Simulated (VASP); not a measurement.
# CaSb (P6/mmm) in VASP: further runs, part 2 of 2

VASP 6.6.1.

**5. Single point, PBE**

This run uses another cell than the first one, of 44.09 Å³/atom.

File INCAR:

```
SYSTEM = CaSb
PREC     = Accurate       ! precision mode
ENCUT    = 520            ! plane-wave cutoff, eV
EDIFF    = 1E-7           ! SCF threshold, eV
ISMEAR   = 0              ! smearing method
SIGMA    = 0.1            ! smearing width, eV
LREAL    = .False.        ! projectors in reciprocal space
LASPH    = .True.         ! aspherical terms in the spheres
NELM     = 80             ! most SCF steps
ALGO     = Normal         ! electronic algorithm
ISIF     = 2              ! what is computed and relaxed
LWAVE    = .False.        ! write WAVECAR
LCHARG   = .False.        ! write CHGCAR
GGA      = PE             ! functional
NBANDS   = 23             ! bands
```

File KPOINTS:

```
Automatic mesh
0
Gamma
  12 12 6
  0 0 0
```

File POSCAR:

```
CaSb
1.0
    5.1703795780      0.0000000000      0.0000000000
   -2.5851897890      4.4776800618      0.0000000000
    0.0000000000      0.0000000000      7.6180099700
Ca Sb
2 2
Direct
    0.0000000000      0.0000000000      0.2739504404
    0.0000000000      0.0000000000      0.7260495596
    0.3333333333      0.6666666667      0.5000000000
    0.6666666667      0.3333333333      0.5000000000
```

Launch:

```bash
$ cat potpaw_PBE.64/Ca_sv/POTCAR potpaw_PBE.64/Sb/POTCAR > POTCAR
$ mpirun -np 1 vasp_std > vasp.out
```

Wall time 5.5 min (1 thread of Intel Xeon 6975P-C (Granite Rapids), shared host); peak memory 0.49 GiB.

The run converged. Its results:

- Free energy: -12.8151 eV
- Pressure: 0.1 GPa
- Largest force: 0.007 eV/Å
- Band gap on the k mesh: zero (bands 15 and 16 overlap by 1.31 eV)

Forces in eV/Å, atoms in the order of the input:
```
Ca   0.000  0.000 -0.007
Ca   0.000  0.000  0.007
Sb   0.000  0.000  0.000
Sb   0.000  0.000  0.000
```

Levels at points of the mesh, in eV from the Fermi level:
```
           k point  band 12  band 13  band 14  band 15  band 16  band 17  band 18  band 19
(0.00, 0.00, 0.00)    -3.39    -3.39    -1.26    -0.85    -0.85     0.69     1.12     1.89
(0.50, 0.00, 0.00)    -2.85    -2.33    -1.64     0.24     0.39     1.49     1.56     1.99
(0.00, 0.00, 0.50)    -3.38    -3.38    -0.84    -0.84    -0.25     0.88     1.07     1.47
(0.50, 0.00, 0.50)    -2.78    -2.44    -1.83     0.46     1.16     1.52     1.75     1.82
```

Caveat: spin-orbit coupling is left out, which moves the levels of the heavy elements.

**6. Relaxation of cell and atoms, PBE**

This run uses another cell than the first one, of 43.71 Å³/atom.

File INCAR:

```
SYSTEM = CaSb
ALGO = Normal
EDIFF = 1E-6
EDIFFG = -0.01
ENCUT = 600
GGA = PE
IBRION = 2
ISIF = 3
ISMEAR = 0
LASPH = .TRUE.
LCHARG = .FALSE.
LREAL = .FALSE.
LWAVE = .FALSE.
NELM = 60
NSW = 100
PREC = Accurate
SIGMA = 0.1
```

File KPOINTS:

```
k-points
0
G
  12 12 6
  0 0 0
```

File POSCAR:

```
CaSb
1.0
    5.1504613970      0.0000000000      0.0000000000
   -2.5752306985      4.4604304111      0.0000000000
    0.0000000000      0.0000000000      7.6097452803
Ca Sb
2 2
Direct
    0.0000000000      0.0000000000      0.2725299665
    0.0000000000      0.0000000000      0.7274700335
    0.3333333333      0.6666666667      0.5000000000
    0.6666666667      0.3333333333      0.5000000000
```

Potentials or basis: VASP PAW PBE potentials, release 64 (Ca_sv, Sb).

Launch:

```bash
$ cat potpaw_PBE.64/Ca_sv/POTCAR potpaw_PBE.64/Sb/POTCAR > POTCAR
$ mpirun -np 1 vasp_std > vasp.out
```

OUTCAR:

```text
SYSTEM = CaSb
   EDIFF = 1E-6
   EDIFFG = -0.01
   ENCUT = 600
   GGA = PE
   IBRION = 2
   ISIF = 3
   ISMEAR = 0
   LASPH = .TRUE.
   LREAL = .FALSE.
   NELM = 60
   NSW = 100
   PREC = Accurate

 ion  position               nearest neighbor table
   1  0.000  0.000  0.273-   3 3.44   4 3.44   4 3.44   3 3.44   4 3.44   3 3.44
   2  0.000  0.000  0.727-   3 3.44   4 3.44   4 3.44   3 3.44   4 3.44   3 3.44
   3  0.333  0.667  0.500-   4 2.97   4 2.97   4 2.97   1 3.44   2 3.44   2 3.44   1 3.44   2 3.44
                             1 3.44
   4  0.667  0.333  0.500-   3 2.97   3 2.97   3 2.97   1 3.44   2 3.44   1 3.44   2 3.44   1 3.44
                             2 3.44

  LATTYP: Found a hexagonal cell.
 ALAT       =     5.1504613970
 C/A-ratio  =     1.4774880722

  Lattice vectors:

 A1 = (   5.1504613970,   0.0000000000,   0.0000000000)
 A2 = (  -2.5752306985,   4.4604304111,   0.0000000000)
 A3 = (   0.0000000000,   0.0000000000,   7.6097452803)

Analysis of symmetry for initial positions (statically):
=====================================================================
 Subroutine PRICEL returns:
 Original cell was already a primitive cell.

 Routine SETGRP: Setting up the symmetry group for a
 hexagonal supercell.

 Subroutine GETGRP returns: Found 24 space group operations
 (whereof 24 operations were pure point group operations)
 out of a pool of 24 trial point group operations.

The static configuration has the point symmetry D_6h.

Analysis of symmetry for dynamics (positions and initial velocities):
=====================================================================
 Subroutine PRICEL returns:
 Original cell was already a primitive cell.

 Routine SETGRP: Setting up the symmetry group for a
 hexagonal supercell.

 Subroutine GETGRP returns: Found 24 space group operations
 (whereof 24 operations were pure point group operations)
 out of a pool of 24 trial point group operations.

The dynamic configuration has the point symmetry D_6h.

[... 125 lines left out ...]
  Thomas-Fermi vector in A             =   2.033821
   LORBIT       =      0    0 simple, 1 ext, 2 COOP (PROOUT), +10 PAW based schemes
   GGA     = PE    functional components
   LHFCALC =     F    Hartree Fock is set to
   AEXX    =    0.0000 exact exchange contribution
   IVDW    =     0    specifies the selected vdW correction
   LEPSILON=     F    determine dielectric tensor
   LRPA    =     F    only Hartree local field effects (RPA)
 conjugate gradient relaxation of ions
 non-spin polarized calculation
 Gauss-broadening in eV      SIGMA  =   0.10
  energy-cutoff  :      600.00
  volume of cell :      174.82
 maximum number of plane-waves:      5879
 NGX is ok and might be reduce to    42
   NGX = 21   NGY = 21   NGZ = 31

--------------------------------------- Ionic step        1  -------------------------------------------

 number of electron      29.9999999 magnetization

 Free energy of the ion-electron system (eV)
  ---------------------------------------------------
  ext. energy  EPLUGINS =         0.00000000
  ---------------------------------------------------
  free energy    TOTEN  =       -12.81347690 eV

  energy without entropy =      -12.79352661  energy(sigma->0) =      -12.80350176

------------------------ aborting loop because EDIFF is reached ----------------------------------------

  FORCE on cell =-STRESS in cart. coord.  units (eV):
  Direction    XX          YY          ZZ          XY          YZ          ZX
  --------------------------------------------------------------------------------------
  -------------------------------------------------------------------------------------
  Total        0.3810488      0.3810488      0.0833138      0.0000000     -0.0000000      0.0000000
  in kB        3.4921927      3.4921927      0.7635446      0.0000000     -0.0000000      0.0000000
  external PRESSURE =       2.5826433 kB  Pullay stress =       0.0000000 kB
[... 291 lines left out ...]
--------------------------------------- Ionic step        9  -------------------------------------------

 number of electron      29.9999997 magnetization

 Free energy of the ion-electron system (eV)
  ---------------------------------------------------
  ext. energy  EPLUGINS =         0.00000000
  ---------------------------------------------------
  free energy    TOTEN  =       -12.81559429 eV

  energy without entropy =      -12.79631573  energy(sigma->0) =      -12.80595501

 E-fermi :   2.9010     XC(G=0):  -7.4127

 val. band max:        2.9002080295   @ k =   0.2500   0.0000   0.5000
 cond. band min:       2.9061007907   @ k =   0.2500   0.0000   0.1667
 fundamental gap:      0.0058927612
 Fermi energy:         2.9009702740

 k-point     1 :       0.0000    0.0000    0.0000
  band No.  band energies     occupation
      1     -39.3857      2.00000
      2     -39.3734      2.00000
      3     -20.4931      2.00000
      4     -20.3652      2.00000
      5     -20.3652      2.00000
      6     -20.3484      2.00000
[... 505 lines left out ...]
      6     -20.3523      2.00000
[... 11 lines left out ...]
     18       4.0793      0.00000
     19       4.8989      0.00000

 [... further k-points ...]
[... 5 lines left out ...]
  --------------------------------------------------------------------------------------
  -------------------------------------------------------------------------------------
  Total        0.0048172      0.0048172     -0.0028588      0.0000000      0.0000000      0.0000000
  in kB        0.0435759      0.0435759     -0.0258605      0.0000000      0.0000000      0.0000000
  external PRESSURE =       0.0204305 kB  Pullay stress =       0.0000000 kB
[... 19 lines left out ...]
  FREE ENERGIE OF THE ION-ELECTRON SYSTEM (eV)
  ---------------------------------------------------
  free  energy   TOTEN  =       -12.8155942930 eV

  energy  without entropy=      -12.7963157332  energy(sigma->0) =      -12.80595501

 reached required accuracy - stopping structural energy minimisation
```

CONTCAR:

```text
CaSb
   1.00000000000000
     5.1771035807147525    0.0000000000000000   -0.0000000000000000
    -2.5885517903573763    4.4835032190106174    0.0000000000000000
    -0.0000000000000000    0.0000000000000000    7.6305451877002373
  Ca              Sb
     2     2
Direct
     0.0000000000000000    1.0000000000000000    0.2743565842588589
     0.0000000000000000    0.0000000000000000    0.7256434157411411
     0.3333333332999970    0.6666666667000030    0.5000000000000000
     0.6666666667000030    0.3333333332999970    0.5000000000000000

  0.00000000E+00  0.00000000E+00  0.00000000E+00
  0.00000000E+00  0.00000000E+00  0.00000000E+00
  0.00000000E+00  0.00000000E+00  0.00000000E+00
  0.00000000E+00  0.00000000E+00  0.00000000E+00
```

It took 19 min on 1 thread of Intel Xeon 6975P-C (Granite Rapids), shared host; peak memory 0.57 GiB.

What came out:

- Free energy: -12.8156 eV
- Relaxed volume: 44.28 Å³/atom
- Relaxed cell: a = 5.177 Å, b = 5.177 Å, c = 7.631 Å, α = 90.00°, β = 90.00°, γ = 120.00°
- Space group after relaxing (to 0.1 Å): P6/mmm (No. 191)
- Energy gained by relaxing: 0.5 meV/atom
- Ionic steps: 9
- Pressure after relaxing: 0.0 GPa
- Band gap on the k mesh: zero (bands 15 and 16 overlap by 1.30 eV)

The path:
| step | energy change (eV) | largest force (eV/Å) | pressure (GPa) | volume (Å³) |
| --- | --- | --- | --- | --- |
| 1 | 0.0000 | 0.0001 | 0.26 | 174.82 |
| 2 | -0.0017 | 0.0365 | -0.02 | 176.61 |
| 3 | -0.0017 | 0.0350 | -0.01 | 176.52 |
| 4 | -0.0017 | 0.0342 | -0.01 | 176.49 |
| 5 | -0.0018 | 0.0281 | 0.00 | 176.48 |
| 6 | -0.0020 | 0.0095 | 0.02 | 176.47 |
| 7 | -0.0020 | 0.0077 | 0.01 | 176.65 |
| 8 | -0.0021 | 0.0051 | -0.03 | 177.20 |
| 9 | -0.0021 | 0.0019 | 0.00 | 177.12 |

Final structure:
```cif
data_structure
_symmetry_space_group_name_H-M 'P 1'
_symmetry_Int_Tables_number 1
_cell_length_a 5.1771
_cell_length_b 5.1771
_cell_length_c 7.6305
_cell_angle_alpha 90.000
_cell_angle_beta 90.000
_cell_angle_gamma 120.000
_cell_volume 177.12
loop_
_atom_site_label
_atom_site_type_symbol
_atom_site_fract_x
_atom_site_fract_y
_atom_site_fract_z
_atom_site_occupancy
Ca1 Ca 0.00000 0.00000 0.27436 1
Ca2 Ca 0.00000 0.00000 0.72564 1
Sb1 Sb 0.33333 0.66667 0.50000 1
Sb2 Sb 0.66667 0.33333 0.50000 1
```

Levels at points of the mesh, in eV from the Fermi level:
```
           k point  band 12  band 13  band 14  band 15  band 16  band 17  band 18  band 19
(0.00, 0.00, 0.00)    -3.38    -3.38    -1.26    -0.85    -0.85     0.69     1.11     1.89
(0.50, 0.00, 0.00)    -2.84    -2.32    -1.63     0.24     0.39     1.49     1.56     1.99
(0.00, 0.00, 0.50)    -3.37    -3.37    -0.84    -0.84    -0.25     0.88     1.07     1.46
(0.50, 0.00, 0.50)    -2.78    -2.43    -1.82     0.45     1.16     1.51     1.74     1.81
```

Caveat: spin-orbit coupling is left out, which moves the levels of the heavy elements.

**7. The runs side by side**

```csv
task,cell,k mesh,cutoff (eV),gap on the mesh (eV),pressure (GPa),relaxed volume (Å³/atom),largest force (eV/Å)
single point,"a = 4.888, b = 4.888, c = 5.496 Å, angles 90.0, 90.0, 120.0°, 4 atoms, atomic positions A",6 × 6 × 4,520,none,10.5,-,3.60
single point,"a = 5.150, b = 5.150, c = 7.610 Å, angles 90.0, 90.0, 120.0°, 4 atoms, atomic positions B",6 × 6 × 4,520,none,0.1,-,0.05
relaxation of cell and atoms,"relaxed from a = 4.888, b = 4.888, c = 5.496 Å, angles 90.0, 90.0, 120.0°, 4 atoms, atomic positions A",6 × 6 × 4,600,none,0.0,43.65,0.03
single point,"a = 5.170, b = 5.170, c = 7.618 Å, angles 90.0, 90.0, 120.0°, 4 atoms, atomic positions C",12 × 12 × 6,520,none,0.1,-,0.01
relaxation of cell and atoms,"relaxed from a = 5.150, b = 5.150, c = 7.610 Å, angles 90.0, 90.0, 120.0°, 4 atoms, atomic positions B",12 × 12 × 6,600,none,0.0,44.28,-
```

Alike in all rows: level PBE; potentials or basis VASP PAW PBE potentials, release 64 (Ca_sv, Sb); no spin polarisation; smearing gaussian 0.1 eV.

Caveats: spin-orbit coupling is left out, which moves the levels of the heavy elements; the cell stands under pressure (at least some runs); forces of over 1 eV/Å act on the atoms, so gaps and moduli don't describe the material at rest (at least some runs); the volume moved by over 15 % at a fixed basis, so the end points are rough (at least some runs).

Absolute energies hang on the potentials; compare differences alone.
